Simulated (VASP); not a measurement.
Write the native input for VASP 6.6.1 that does the following.

- Task: single point
- Functional: PBEsol
- Potentials or basis: VASP PAW PBE potentials, release 64 (C)
- Cutoff: 520 eV
- k mesh: 9 × 9 × 6
- Occupations: gaussian, width 0.02 eV
- Spin: no spin polarisation
- Dipole correction: no
- Further INCAR settings: ALGO = Normal; EDIFF = 1e-06; NBANDS = 16

The structure of C lies in POSCAR:

```
C
1.0
    2.4893572955      0.0000000000      0.0000000000
   -1.2446786477      2.1558466570      0.0000000000
    0.0000000000      0.0000000000      4.2229976408
C
4
Direct
    0.3333333333      0.6666666667     -0.0002046816
    0.6666666667      0.3333333333      0.4997953184
    0.3333333333      0.6666666667      0.3742046816
    0.6666666667      0.3333333333      0.8742046816
```

This cell differs from its parent crystal: strained cell.

These files were run (other wordings do the same):

INCAR

```
PREC = Accurate ; ENCUT = 520
EDIFF = 1E-6 ; ISMEAR = 0
SIGMA = 0.02 ; LREAL = False
LASPH = True ; NELM = 100
ALGO = Normal ; ISIF = 2
LWAVE = False ; LCHARG = False
GGA = PS ; NBANDS = 16
```

KPOINTS

```
regular mesh
0
Gamma
  9 9 6
```

Potentials or basis: VASP PAW PBE potentials, release 64 (C).

The run is started by

```console
$ cat potpaw_PBE.64/C/POTCAR > POTCAR
$ mpirun -np 1 vasp_std > vasp.out
```

Results of the run:

```
Pressure               : -2.1 GPa
Largest force          : 0.012 eV/Å
Band gap on the k mesh : 3.05 eV (least direct gap 4.77 eV)
```

Caveat: the cell differs from its parent crystal (strained cell); the PAW data sets were made with another functional, which shifts forces and pressure a little; an odd mesh through Γ misses points on the zone boundary, where band edges can lie.

It took 15 s on 1 thread of Intel Xeon 8259CL, on a shared host, peak memory 0.13 GiB.
